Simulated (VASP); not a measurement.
# AlC3 (Pm-3m) in VASP: further runs

Runs on AlC3. Level: PBE. Tasks: single point.

Everything below comes from runs of VASP 6.6.1. Logs are shortened: lines on timing, memory, paths and dates and some standing lists are left out, and cuts for length are marked.

### 1 The cell of the first run

It takes space group Pm-3m (No. 221, cubic). The conventional cell has a = 3.208 Å, b = 3.208 Å, c = 3.208 Å, α = 90.00°, β = 90.00°, γ = 90.00°. Within 3.0 Å of Al (site symmetry m-3m) lie 12 C at 2.27 Å. C (site symmetry 4/mmm) has 4 Al at 2.27 Å and 8 C at 2.27 Å within 3.0 Å.

### 2 Single point, PBE

Input file INCAR:

```
SYSTEM = AlC3
PREC     = Accurate       ! precision mode
ENCUT    = 520            ! plane-wave cutoff, eV
EDIFF    = 1E-6           ! SCF threshold, eV
ISMEAR   = -1             ! smearing method
SIGMA    = 0.1            ! smearing width, eV
LREAL    = .False.        ! projectors in reciprocal space
LASPH    = .True.         ! aspherical terms in the spheres
NELM     = 60             ! most SCF steps
ALGO     = Normal         ! electronic algorithm
ISIF     = 2              ! what is computed and relaxed
LWAVE    = .False.        ! write WAVECAR
LCHARG   = .False.        ! write CHGCAR
GGA      = PE             ! functional
NBANDS   = 16             ! bands
```

Input file KPOINTS:

```
regular mesh
0
Gamma
  7 7 7
  0 0 0
```

Input file POSCAR:

```
AlC3
1.0
    3.2079290000      0.0000000000      0.0000000000
    0.0000000000      3.2079290000      0.0000000000
    0.0000000000      0.0000000000      3.2079290000
Al C
1 3
Direct
    0.0000000000      0.0000000000      0.0000000000
    0.0000000000      0.5000000000      0.5000000000
    0.5000000000      0.0000000000      0.5000000000
    0.5000000000      0.5000000000      0.0000000000
```

Potentials or basis: VASP PAW PBE potentials, release 64 (Al, C).

Run with:

```
$ cat potpaw_PBE.64/Al/POTCAR potpaw_PBE.64/C/POTCAR > POTCAR
$ mpirun -np 1 vasp_std > vasp.out
```

OUTCAR:

```text
SYSTEM = AlC3
   PREC = Accurate
   ENCUT = 520
   EDIFF = 1E-6
   ISMEAR = -1
   LREAL = .False.
   LASPH = .True.
   NELM = 60
   ISIF = 2
   GGA = PE

 ion  position               nearest neighbor table
   1  0.000  0.000  0.000-   2 2.27   3 2.27   4 2.27   2 2.27   3 2.27   2 2.27   4 2.27   2 2.27
                             3 2.27   4 2.27   3 2.27   4 2.27
   2  0.000  0.500  0.500-   1 2.27   1 2.27   1 2.27   1 2.27
   3  0.500  0.000  0.500-   1 2.27   1 2.27   1 2.27   1 2.27
   4  0.500  0.500  0.000-   1 2.27   1 2.27   1 2.27   1 2.27

  LATTYP: Found a simple cubic cell.
 ALAT       =     3.2079290000

  Lattice vectors:

 A1 = (   3.2079290000,   0.0000000000,   0.0000000000)
 A2 = (   0.0000000000,   3.2079290000,   0.0000000000)
 A3 = (   0.0000000000,   0.0000000000,   3.2079290000)

Analysis of symmetry for initial positions (statically):
=====================================================================
 Subroutine PRICEL returns:
 Original cell was already a primitive cell.

 Routine SETGRP: Setting up the symmetry group for a
 simple cubic supercell.

 Subroutine GETGRP returns: Found 48 space group operations
[... 9 lines left out ...]

 Routine SETGRP: Setting up the symmetry group for a
 simple cubic supercell.

 Subroutine GETGRP returns: Found 48 space group operations
[... 11 lines left out ...]
                                     Primitive cell

  volume of cell :      33.0122

  direct lattice vectors                    reciprocal lattice vectors
     3.207929000  0.000000000  0.000000000     0.311727597  0.000000000  0.000000000
     0.000000000  3.207929000  0.000000000     0.000000000  0.311727597  0.000000000
     0.000000000  0.000000000  3.207929000     0.000000000  0.000000000  0.311727597

  length of vectors
     3.207929000  3.207929000  3.207929000     0.311727597  0.311727597  0.311727597

  position of ions in fractional coordinates (direct lattice)
     0.000000000  0.000000000  0.000000000
     0.000000000  0.500000000  0.500000000
     0.500000000  0.000000000  0.500000000
     0.500000000  0.500000000  0.000000000

  ion indices of the primitive-cell ions
   primitive index   ion index
                 1           1
                 2           2
                 3           3
                 4           4

----------------------------------------------------------------------------------------

 KPOINTS: regular mesh

Automatic generation of k-mesh.
 Grid dimensions read from file:
 generate k-points for:    7    7    7

 Generating k-lattice:

  Cartesian coordinates                     Fractional coordinates (reciprocal lattice)
     0.044532514  0.000000000  0.000000000     0.142857143  0.000000000  0.000000000
     0.000000000  0.044532514  0.000000000     0.000000000  0.142857143  0.000000000
     0.000000000  0.000000000  0.044532514     0.000000000  0.000000000  0.142857143

  Length of vectors
     0.044532514  0.044532514  0.044532514

  Shift w.r.t. Gamma in fractional coordinates (k-lattice)
     0.000000000  0.000000000  0.000000000

 Subroutine IBZKPT returns following result:
 ===========================================

 Found     20 irreducible k-points:

 Following reciprocal coordinates:
            Coordinates               Weight
  0.000000  0.000000  0.000000      1.000000
  0.142857  0.000000  0.000000      6.000000
  0.285714  0.000000  0.000000      6.000000
  0.428571  0.000000  0.000000      6.000000
  0.142857  0.142857  0.000000     12.000000
  0.285714  0.142857  0.000000     24.000000
[... 12 lines left out ...]
  0.428571  0.428571  0.285714     24.000000
  0.428571  0.428571  0.428571      8.000000
   k-points           NKPTS =     20   k-points in BZ     NKDIM =     20   number of bands    NBANDS=     16
   number of dos      NEDOS =    301   number of ions     NIONS =      4
   total plane-waves  NPLWV =  13824
   dimension x,y,z NGX =    24 NGY =   24 NGZ =   24
   dimension x,y,z NGXF=    48 NGYF=   48 NGZF=   48
   ions per type =               1   3
   NGX,Y,Z   is equivalent  to a cutoff of  12.44, 12.44, 12.44 a.u.
   NGXF,Y,Z  is equivalent  to a cutoff of  24.88, 24.88, 24.88 a.u.
 SYSTEM =  AlC3
   PREC   = accura    normal or accurate (medium, high low for compatibility)
   ISTART =      0    job   : 0-new  1-cont  2-samecut
   ICHARG =      2    charge: 1-file 2-atom 10-const
   ISPIN  =      1    spin polarized calculation?
   LNONCOLLINEAR =      F non collinear calculations
   LSORBIT =      F    spin-orbit coupling
   LASPH  =      T    aspherical Exc in radial PAW
   ENCUT  =  520.0 eV  38.22 Ry    6.18 a.u.   5.96  5.96  5.96*2*pi/ulx,y,z
   NELM   =     60;   NELMIN=  2; NELMDL= -5     # of ELM steps
   EDIFF  = 0.1E-05   stopping-criterion for ELM
   LREAL  =      F    real-space projection
   EDIFFG = 0.1E-04   stopping-criterion for IOM
   NSW    =      0    number of steps for IOM
   IBRION =     -1    ionic relax: 0-MD 1-quasi-New 2-CG
   NFREE  =      0    steps in history (QN), initial steepest desc. (CG)
   ISIF   =      2    stress and relaxation
   ISYM   =      2    0-nonsym 1-usesym 2-fastsym
   POTIM  = 0.5000    time-step for ionic-motion
   TEBEG  =    0.0;   TEEND  =   0.0 temperature during run
   PSTRESS=    0.0 pullay stress
   NELECT =      15.0000    total number of electrons
   NUPDOWN=      -1.0000    fix difference up-down
   EMIN   =  10.00;   EMAX   =-10.00  energy-range for DOS
   EFERMI =   0.00;   METHOD = LEGACY
   ISMEAR =    -1;   SIGMA  =   0.10  broadening in eV -4-tet -1-fermi 0-gaus
   EFERMI_NEDOS =   21; number of points for ismear=-14 and -15
   IALGO  =     38    algorithm
   IMIX   =      4    mixing-type and parameters
     AMIX     =   0.40;   BMIX     =  1.00
     AMIX_MAG =   1.60;   BMIX_MAG =  1.00
  volume/ion in A,a.u.               =       8.25        55.69
  Fermi-wavevector in a.u.,A,eV,Ry     =   1.258579  2.378370 21.551918  1.584021
  Thomas-Fermi vector in A             =   2.392182
   LORBIT       =      0    0 simple, 1 ext, 2 COOP (PROOUT), +10 PAW based schemes
   GGA     = PE    functional components
[... 5 lines left out ...]
 non-spin polarized calculation
  energy-cutoff  :      520.00
  volume of cell :       33.01
 maximum number of plane-waves:       904
 NGX is ok and might be reduce to    24
   NGX = 11   NGY = 11   NGZ = 11

 number of electron      15.0000000 magnetization

 Free energy of the ion-electron system (eV)
  ---------------------------------------------------
  ext. energy  EPLUGINS =         0.00000000
  ---------------------------------------------------
  free energy    TOTEN  =       -20.65158673 eV

  energy without entropy =      -20.60792469  energy(sigma->0) =      -20.62975571

 E-fermi :   9.0897     XC(G=0): -12.2660

 val. band max:        9.0672672281   @ k =   0.4286   0.4286   0.0000
 cond. band min:       9.2120826589   @ k =   0.4286   0.2857   0.1429
 fundamental gap:      0.1448154308
 Fermi energy:         9.0896613316

 k-point     1 :       0.0000    0.0000    0.0000
  band No.  band energies     occupation
      1      -8.2533      2.00000
      2       2.6052      2.00000
      3       2.6052      2.00000
      4       3.2751      2.00000
      5       3.2751      2.00000
      6       3.2751      2.00000
[... 8 lines left out ...]
     15      19.8561      0.00000
     16      21.6653      0.00000

 k-point     2 :       0.1429    0.0000    0.0000
  band No.  band energies     occupation
      1      -8.0026      2.00000
      2       0.3733      2.00000
      3       2.7687      2.00000
      4       3.5055      2.00000
      5       3.5055      2.00000
      6       5.2145      2.00000
[... 8 lines left out ...]
     15      20.7859      0.00000
     16      21.6053      0.00000

 k-point     3 :       0.2857    0.0000    0.0000
  band No.  band energies     occupation
      1      -7.2601      2.00000
      2      -2.0502      2.00000
      3       3.2105      2.00000
      4       4.1735      2.00000
      5       4.1735      2.00000
      6       6.9220      2.00000
[... 8 lines left out ...]
     15      21.0236      0.00000
     16      21.0236      0.00000

 k-point     4 :       0.4286    0.0000    0.0000
  band No.  band energies     occupation
      1      -6.0985      2.00000
      2      -4.0925      2.00000
      3       3.6982      2.00000
      4       5.1191      2.00000
      5       5.1191      2.00000
      6       7.3820      2.00000
[... 8 lines left out ...]
     15      20.4799      0.00000
     16      20.4799      0.00000

 k-point     5 :       0.1429    0.1429    0.0000
  band No.  band energies     occupation
      1      -7.7527      2.00000
      2       0.2192      2.00000
      3       1.0861      2.00000
      4       3.7354      2.00000
      5       4.4255      2.00000
      6       6.3048      2.00000
[... 8 lines left out ...]
     15      20.6696      0.00000
     16      20.8071      0.00000

 k-point     6 :       0.2857    0.1429    0.0000
  band No.  band energies     occupation
      1      -7.0127      2.00000
      2      -1.8500      2.00000
      3       1.3614      2.00000
      4       4.4024      2.00000
      5       4.9919      2.00000
      6       6.7697      2.00000
[... 8 lines left out ...]
     15      19.8472      0.00000
     16      20.8288      0.00000
[... 191 lines left out ...]
 k-point    17 :       0.2857    0.2857    0.2857
  band No.  band energies     occupation
      1      -5.3138      2.00000
      2      -0.7847      2.00000
      3      -0.7847      2.00000
      4       1.4787      2.00000
      5       4.5136      2.00000
      6       4.5136      2.00000
[... 8 lines left out ...]
     15      22.7379      0.00000
     16      22.7379      0.00000

 k-point    18 :       0.4286    0.2857    0.2857
  band No.  band energies     occupation
      1      -4.1841      2.00000
      2      -2.3473      2.00000
      3       0.0516      2.00000
      4       2.0830      2.00000
      5       2.8658      2.00000
      6       3.6806      2.00000
[... 8 lines left out ...]
     15      22.0602      0.00000
     16      22.8540      0.00000

 k-point    19 :       0.4286    0.4286    0.2857
  band No.  band energies     occupation
      1      -3.0632      2.00000
      2      -1.7026      2.00000
      3      -1.0552      2.00000
      4       1.4519      2.00000
      5       2.4975      2.00000
      6       3.6192      2.00000
[... 8 lines left out ...]
     15      22.8858      0.00000
     16      23.0866      0.00000

 k-point    20 :       0.4286    0.4286    0.4286
  band No.  band energies     occupation
      1      -1.9870      2.00000
      2      -0.8305      2.00000
      3      -0.8305      2.00000
      4       1.3403      2.00000
      5       1.8984      2.00000
      6       1.8984      2.00000
[... 8 lines left out ...]
     15      24.1123      0.00000
     16      24.1123      0.00000

------------------------ aborting loop because EDIFF is reached ----------------------------------------

  FORCE on cell =-STRESS in cart. coord.  units (eV):
  Direction    XX          YY          ZZ          XY          YZ          ZX
  --------------------------------------------------------------------------------------
  -------------------------------------------------------------------------------------
  Total       -0.0090210     -0.0090210     -0.0090210      0.0000000      0.0000000      0.0000000
  in kB       -0.4378177     -0.4378177     -0.4378177      0.0000000      0.0000000      0.0000000
  external PRESSURE =      -0.4378177 kB  Pullay stress =       0.0000000 kB

 VOLUME and BASIS-vectors are now :
 -----------------------------------------------------------------------------
  energy-cutoff  :      520.00
  volume of cell :       33.01
      direct lattice vectors                 reciprocal lattice vectors
     3.207929000  0.000000000  0.000000000     0.311727597  0.000000000  0.000000000
     0.000000000  3.207929000  0.000000000     0.000000000  0.311727597  0.000000000
     0.000000000  0.000000000  3.207929000     0.000000000  0.000000000  0.311727597

 POSITION                                       TOTAL-FORCE (eV/Angst)
 -----------------------------------------------------------------------------------
      0.00000      0.00000      0.00000         0.000000      0.000000      0.000000
      0.00000      1.60396      1.60396         0.000000      0.000000      0.000000
      1.60396      0.00000      1.60396         0.000000      0.000000      0.000000
      1.60396      1.60396      0.00000         0.000000      0.000000      0.000000
 -----------------------------------------------------------------------------------
    total drift:                                0.000000     -0.000000     -0.000000

  FREE ENERGIE OF THE ION-ELECTRON SYSTEM (eV)
  ---------------------------------------------------
  free  energy   TOTEN  =       -20.6515867322 eV

  energy  without entropy=      -20.6079246851  energy(sigma->0) =      -20.62975571
```

It took 16 s on 1 thread of AMD EPYC 7R13, shared host; peak memory 0.1 GiB.

Results:

```yaml
Free_energy: -20.6516 eV
Pressure: 0.0 GPa
```

(Part 1 of 2 ends here.)
